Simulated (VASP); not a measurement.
# Hg (P6/mmm) in VASP: settings compared, part 2 of 2

VASP 6.6.1. The steps go on from the part before.

## Step 4: Single point, PBE

INCAR reads:

```
SYSTEM = Hg
PREC = Accurate ; ENCUT = 520
EDIFF = 1E-7 ; ISMEAR = -5
SIGMA = 0.1 ; LREAL = .False.
LASPH = .True. ; NELM = 80
ALGO = Fast ; ISIF = 2
LWAVE = .False. ; LCHARG = .False.
GGA = PE ; NBANDS = 25
```

KPOINTS reads:

```
regular mesh
0
Gamma
  6 6 6
  0 0 0
```

POSCAR reads:

```
Hg
1.0
    4.5400020208      0.0000000000      0.0000000000
   -2.2700010104      3.9317570832      0.0000000000
    0.0000000000      0.0000000000      3.8700000000
Hg
3
Direct
    0.3333333333      0.6666666667      0.5000000000
    0.0000000000      0.0000000000      0.0000000000
    0.6666666667      0.3333333333      0.5000000000
```

Potentials or basis: VASP PAW PBE potentials, release 64 (Hg).

Launch:

```bash
> cat potpaw_PBE.64/Hg/POTCAR > POTCAR
> mpirun -np 1 vasp_std > vasp.out
```

OUTCAR:

```text
SYSTEM = Hg
   PREC = Accurate
   ENCUT = 520
   EDIFF = 1E-7
   ISMEAR = -5
   LREAL = .False.
   LASPH = .True.
   NELM = 80
   ISIF = 2
   GGA = PE

 ion  position               nearest neighbor table
   1  0.333  0.667  0.500-   3 2.62   3 2.62   3 2.62   2 3.26   2 3.26   2 3.26   2 3.26   2 3.26
                             2 3.26
   2  0.000  0.000  0.000-   1 3.26   3 3.26   1 3.26   3 3.26   1 3.26   1 3.26   3 3.26   3 3.26
                             3 3.26   3 3.26   1 3.26   1 3.26
   3  0.667  0.333  0.500-   1 2.62   1 2.62   1 2.62   2 3.26   2 3.26   2 3.26   2 3.26   2 3.26
                             2 3.26

  LATTYP: Found a hexagonal cell.
 ALAT       =     4.5400020208
 C/A-ratio  =     0.8524225281

  Lattice vectors:

 A1 = (   4.5400020208,   0.0000000000,   0.0000000000)
 A2 = (  -2.2700010104,   3.9317570832,   0.0000000000)
 A3 = (   0.0000000000,   0.0000000000,   3.8700000000)

Analysis of symmetry for initial positions (statically):
=====================================================================
 Subroutine PRICEL returns:
 Original cell was already a primitive cell.

 Routine SETGRP: Setting up the symmetry group for a
 hexagonal supercell.

 Subroutine GETGRP returns: Found 24 space group operations
 (whereof 24 operations were pure point group operations)
 out of a pool of 24 trial point group operations.

The static configuration has the point symmetry D_6h.

Analysis of symmetry for dynamics (positions and initial velocities):
=====================================================================
 Subroutine PRICEL returns:
 Original cell was already a primitive cell.

 Routine SETGRP: Setting up the symmetry group for a
 hexagonal supercell.

[... 123 lines left out ...]
   ISMEAR =    -5;   SIGMA  =   0.10  broadening in eV -4-tet -1-fermi 0-gaus
   EFERMI_NEDOS =   21; number of points for ismear=-14 and -15
   IALGO  =     68    algorithm
   IMIX   =      4    mixing-type and parameters
     AMIX     =   0.40;   BMIX     =  1.00
     AMIX_MAG =   1.60;   BMIX_MAG =  1.00
  volume/ion in A,a.u.               =      23.03       155.39
  Fermi-wavevector in a.u.,A,eV,Ry     =   1.317421  2.489564 23.614230  1.735597
  Thomas-Fermi vector in A             =   2.447463
   LORBIT       =      0    0 simple, 1 ext, 2 COOP (PROOUT), +10 PAW based schemes
   GGA     = PE    functional components
   LHFCALC =     F    Hartree Fock is set to
   AEXX    =    0.0000 exact exchange contribution
   IVDW    =     0    specifies the selected vdW correction
   LEPSILON=     F    determine dielectric tensor
   LRPA    =     F    only Hartree local field effects (RPA)
 non-spin polarized calculation
 RMM-DIIS sequential band-by-band and
 Fermi weights with tetrahedron method with Bloechl corrections
  energy-cutoff  :      520.00
  volume of cell :       69.08
 maximum number of plane-waves:      1886
 NGX is ok and might be reduce to    36
   NGX = 17   NGY = 17   NGZ = 15

 number of electron      36.0000005 magnetization

 Free energy of the ion-electron system (eV)
  ---------------------------------------------------
  ext. energy  EPLUGINS =         0.00000000
  ---------------------------------------------------
  free energy    TOTEN  =         0.50161105 eV

  energy without entropy =        0.50161105  energy(sigma->0) =        0.50161105

 E-fermi :   3.2602     XC(G=0): -10.9205

 val. band max:        3.5972715738   @ k =   0.0000   0.0000   0.0000
 cond. band min:       3.1591425980   @ k =   0.1667   0.1667   0.3333
 fundamental gap:     -0.4381289759
 Fermi energy:         3.2602106696

 k-point     1 :       0.0000    0.0000    0.0000
  band No.  band energies     occupation
      1      -6.8197      2.00000
      2      -5.1048      2.00000
      3      -4.8324      2.00000
      4      -4.8324      2.00000
      5      -4.6340      2.00000
      6      -4.6340      2.00000
[... 661 lines left out ...]
     24      13.0947      0.00000
     25      14.2244      0.00000

 [... further k-points ...]

------------------------ aborting loop because EDIFF is reached ----------------------------------------

  FORCE on cell =-STRESS in cart. coord.  units (eV):
  Direction    XX          YY          ZZ          XY          YZ          ZX
  --------------------------------------------------------------------------------------
  -------------------------------------------------------------------------------------
  Total        8.2194608      8.2194608      1.7857027      0.0000000      0.0000000      0.0000000
  in kB      190.6339383    190.6339383     41.4158005      0.0000000      0.0000000      0.0000000
  external PRESSURE =     140.8945590 kB  Pullay stress =       0.0000000 kB

 VOLUME and BASIS-vectors are now :
 -----------------------------------------------------------------------------
  energy-cutoff  :      520.00
  volume of cell :       69.08
      direct lattice vectors                 reciprocal lattice vectors
     4.540002021  0.000000000  0.000000000     0.220264219  0.127169606  0.000000000
    -2.270001010  3.931757083  0.000000000     0.000000000  0.254339212  0.000000000
     0.000000000  0.000000000  3.870000000     0.000000000  0.000000000  0.258397933

 POSITION                                       TOTAL-FORCE (eV/Angst)
 -----------------------------------------------------------------------------------
     -0.00000      2.62117      1.93500        -0.000000     -0.000000      0.000000
      0.00000      0.00000      0.00000         0.000000      0.000000     -0.000000
      2.27000      1.31059      1.93500         0.000000      0.000000     -0.000000
 -----------------------------------------------------------------------------------
    total drift:                                0.000000     -0.000000     -0.000000

  FREE ENERGIE OF THE ION-ELECTRON SYSTEM (eV)
  ---------------------------------------------------
  free  energy   TOTEN  =         0.5016110504 eV

  energy  without entropy=        0.5016110504  energy(sigma->0) =        0.50161105
```

Wall time 46 s (1 thread of Intel Xeon Platinum 8488C (Sapphire Rapids), shared host); peak memory 0.2 GiB.

What came out:

- Free energy: 0.5016 eV
- Pressure: 14.1 GPa
- Band gap on the k mesh: zero (bands 18 and 19 overlap by 6.12 eV)

Caveat: the stress differs along the axes, from 4 to 19 GPa; spin-orbit coupling is left out, which moves the levels of the heavy elements; tetrahedron occupations give inexact forces and stress in metals.

## Step 5: Single point, PBE

INCAR reads:

```
SYSTEM = Hg
  ALGO = Normal
  EDIFF = 1E-6
  ENCUT = 520
  GGA = PE
  ISIF = 2
  ISMEAR = 0
  LASPH = .TRUE.
  LCHARG = .FALSE.
  LREAL = .FALSE.
  LWAVE = .FALSE.
  NBANDS = 25
  NELM = 80
  PREC = Accurate
  SIGMA = 0.1
```

KPOINTS reads:

```
k-points
0
G
  6 6 6
  0 0 0
```

POSCAR is that of step 4.

Launch:

```bash
> cat potpaw_PBE.64/Hg/POTCAR > POTCAR
> mpirun -np 1 vasp_std > vasp.out
```

Wall time 42 s (1 thread of Intel Xeon Platinum 8488C (Sapphire Rapids), shared host); peak memory 0.2 GiB.

Results (log left out):

```
Free energy            : 0.5300 eV
Pressure               : 13.8 GPa
Band gap on the k mesh : zero (bands 18 and 19 overlap by 6.12 eV)
```

Stress tensor (GPa, compression positive):
```
18.29  0.00  0.00
 0.00 18.29  0.00
 0.00  0.00  4.79
```

Levels at points of the mesh, in eV from the Fermi level:
```
           k point  band 15  band 16  band 17  band 18  band 19  band 20  band 21  band 22
(0.00, 0.00, 0.00)    -5.97    -5.97     0.43     1.98     2.68     3.61     3.61     3.88
(0.50, 0.00, 0.00)    -5.92    -5.75    -5.01    -0.64     0.33     6.12     6.17     7.08
(0.00, 0.00, 0.50)    -6.09    -6.08    -5.18     4.25     4.25     4.27     4.87     5.34
(0.50, 0.00, 0.50)    -6.04    -3.95    -3.12    -2.30    -1.21     2.33     3.49     3.93
```

Caveat: the stress differs along the axes, from 5 to 18 GPa; spin-orbit coupling is left out, which moves the levels of the heavy elements.

## Step 6: Single point, r2SCAN

POSCAR is that of step 5.

INCAR.step1 reads:

```
SYSTEM = Hg
ALGO = Normal ; EDIFF = 1E-4
ENCUT = 520 ; GGA = PE
ISMEAR = 0 ; LASPH = .TRUE.
LCHARG = .FALSE. ; LREAL = .FALSE.
LWAVE = .TRUE. ; NBANDS = 25
NELM = 60 ; PREC = Accurate
SIGMA = 0.1
```

INCAR.step2 reads:

```
SYSTEM = Hg
ALGO = Normal ; EDIFF = 1E-6
ENCUT = 520 ; ISIF = 2
ISMEAR = 0 ; ISTART = 1
LASPH = .TRUE. ; LCHARG = .TRUE.
LELF = .TRUE. ; LMIXTAU = .TRUE.
LREAL = .FALSE. ; LVHAR = .TRUE.
LWAVE = .FALSE. ; METAGGA = R2SCAN
NBANDS = 25 ; NELM = 60
PREC = Accurate ; SIGMA = 0.1
```

KPOINTS is that of step 5.

Potentials or basis: VASP PAW PBE potentials, release 64 (Hg).

Launch:

```bash
> cat potpaw_PBE.64/Hg/POTCAR > POTCAR
> cp INCAR.step1 INCAR
> mpirun -np 1 vasp_std > vasp.out
> cp INCAR.step2 INCAR
> mpirun -np 1 vasp_std > vasp.out
```

Wall time 2.6 min (1 thread of Intel Xeon Platinum 8488C (Sapphire Rapids), shared host); peak memory 0.21 GiB.

Results (log left out):

```yaml
Free_energy: -147.1820 eV
Pressure: 12.4 GPa
Band_gap_on_the_k_mesh: zero (bands 18 and 19 overlap by 6.22 eV)
```

Stress tensor (GPa, compression positive):
```
16.43  0.00  0.00
 0.00 16.43  0.00
 0.00  0.00  4.20
```

Levels at points of the mesh, in eV from the Fermi level:
```tsv
k point	band 14	band 15	band 16	band 17	band 18	band 19	band 20	band 21	band 22	band 23
(0.00, 0.00, 0.00)	-7.11	-6.39	-6.39	0.35	2.08	2.76	3.73	3.73	4.04	4.04
(0.50, 0.00, 0.00)	-6.72	-6.32	-6.06	-5.30	-0.61	0.26	6.32	6.39	7.34	8.11
(0.00, 0.00, 0.50)	-6.51	-6.51	-6.42	-5.39	4.37	4.38	4.38	5.16	5.51	5.87
(0.50, 0.00, 0.50)	-6.50	-6.46	-4.08	-3.35	-2.47	-1.18	2.40	3.65	4.11	5.13
```

Caveat: the stress differs along the axes, from 4 to 16 GPa; the PAW data sets were made with another functional, which shifts forces and pressure a little; spin-orbit coupling is left out, which moves the levels of the heavy elements.

## Step 7: The runs side by side

| level | smearing | gap on the mesh (eV) | pressure (GPa) |
| --- | --- | --- | --- |
| PBE | fermi-dirac 0.015 eV | none | 13.8 |
| PBE | tetrahedron | none | 14.1 |
| PBE | gaussian 0.1 eV | none | 13.8 |
| r2SCAN | gaussian 0.1 eV | none | 12.4 |

Alike in all rows: task single point; potentials or basis VASP PAW PBE potentials, release 64 (Hg); no spin polarisation; cell as given; k mesh 6 × 6 × 6; cutoff (eV) 520.

The pressure there spans 12.4 GPa (r2SCAN) to 14.1 GPa (PBE); a positive pressure means that this level wants a larger cell, a negative one a smaller.

Caveats: spin-orbit coupling is left out, which moves the levels of the heavy elements; the stress differs along the axes, from 5 to 18 GPa (at least some runs); the stress differs along the axes, from 4 to 19 GPa (at least some runs); tetrahedron occupations give inexact forces and stress in metals (at least some runs); the stress differs along the axes, from 4 to 16 GPa (at least some runs); the PAW data sets were made with another functional, which shifts forces and pressure a little (at least some runs).

Absolute energies hang on the potentials; compare differences alone.

The gap in the log of VASP goes by the Fermi energy; the results here count the filled bands.